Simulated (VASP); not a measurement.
Write the native input for VASP 6.6.1 that does the following.

```yaml
Task: single point
Functional: r2SCAN
Potentials_or_basis: VASP PAW PBE potentials, release 64 (Sn_d)
Cutoff: 520 eV
k_mesh: 18 × 18 × 12
Occupations: fermi-dirac, width 0.1 eV
Spin: no spin polarisation
Dipole_correction: no
Further_INCAR_settings: ALGO = Normal; EDIFF = 1e-06; NBANDS = 21
```

Crystal: Sn.

```
CELL_PARAMETERS angstrom
-2.94828 2.95040 1.58882
2.95040 -2.94828 1.58882
2.94605 2.94605 -1.58493
ATOMIC_POSITIONS crystal
Sn 0.00003 0.99997 0.00000
Sn 0.74997 0.25003 0.50000
```

These files were run (other wordings do the same):

POSCAR

```
Sn
1.0
   -2.9482820700      2.9504023635      1.5888172581
    2.9504023635     -2.9482820700      1.5888172581
    2.9460530966      2.9460530966     -1.5849306443
Sn
2
Direct
    0.0000251474      0.9999748526      0.0000000000
    0.7499748526      0.2500251474      0.5000000000
```

INCAR.step1

```
SYSTEM = Sn
PREC = Accurate
ENCUT = 520
ISMEAR = -1
SIGMA = 0.1
LREAL = .False.
LASPH = .True.
NELM = 80
NBANDS = 21
GGA = PE
ALGO = Normal
EDIFF = 1E-4
LWAVE = .True.
LCHARG = .False.
LUSENCCL = .False.
```

INCAR.step2

```
SYSTEM = Sn
PREC = Accurate
ENCUT = 520
EDIFF = 1E-6
ISMEAR = -1
SIGMA = 0.1
LREAL = .False.
LASPH = .True.
NELM = 80
ALGO = Normal
ISIF = 2
LWAVE = .False.
LCHARG = .False.
METAGGA = R2SCAN
LMIXTAU = .True.
NBANDS = 21
ISTART = 1
LUSENCCL = .False.
```

KPOINTS

```
regular mesh
0
Gamma
  18 18 12
  0 0 0
```

Potentials or basis: VASP PAW PBE potentials, release 64 (Sn_d).

Run with:

```console
$ cat potpaw_PBE.64/Sn_d/POTCAR > POTCAR
$ cp INCAR.step1 INCAR
$ mpirun -np 1 vasp_std > vasp.out
$ cp INCAR.step2 INCAR
$ mpirun -np 1 vasp_std > vasp.out
```

It gave:

| Quantity | Value |
| --- | --- |
| Pressure | -0.1 GPa |
| Band gap on the k mesh | zero (bands 14 and 15 overlap by 4.45 eV) |

Caveat: the PAW data sets were made with another functional, which shifts forces and pressure a little; spin-orbit coupling is left out, which moves the levels of the heavy elements.

Run time: 45 min on 1 × NVIDIA H100 80GB with 1 thread of AMD EPYC 7R13 Processor (Zen 3), with other jobs on the host, peak memory 2 GiB.
